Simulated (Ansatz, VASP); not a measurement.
# SiC: VASP beside Ansatz

```
CELL_PARAMETERS angstrom
3.07547 0.00000 0.00000
-1.53773 2.66343 0.00000
0.00000 0.00000 5.04853
ATOMIC_POSITIONS crystal
Si 0.33333 0.66667 0.93750
Si 0.66667 0.33333 0.43750
C 0.33333 0.66667 0.43750
C 0.66667 0.33333 0.93750
```

Change from the starting cell: polar distortion scaled by 0.00.

Alike in both runs: task single point; functional r2SCAN; k mesh 12 × 12 × 6; no spin polarisation.

```csv
,VASP,Ansatz
version,VASP 6.6.1,Ansatz 0.2.0
potentials or method,"VASP PAW PBE potentials, release 64 (Si, C), cutoff 520 eV","scalar-relativistic, plane waves, PAW"
occupations,"gaussian, width 0.01 eV",fixed
valence electrons in the cell,16,16
```

|  | VASP | Ansatz | Ansatz less VASP |
| --- | --- | --- | --- |
| gap on the k mesh at the Fermi level (eV) | 0.99 | 0.99 | +0.002 |
| least direct gap on the mesh (eV) | 3.08 | 3.08 | -0.003 |
| pressure (GPa) | 10.5 | 10.8 | +0.36 |
| traceless stress, the component that is largest in VASP (GPa) | -8.21 | -8.61 | -0.406 |

VASP's potentials were made for PBE, not for r2SCAN.
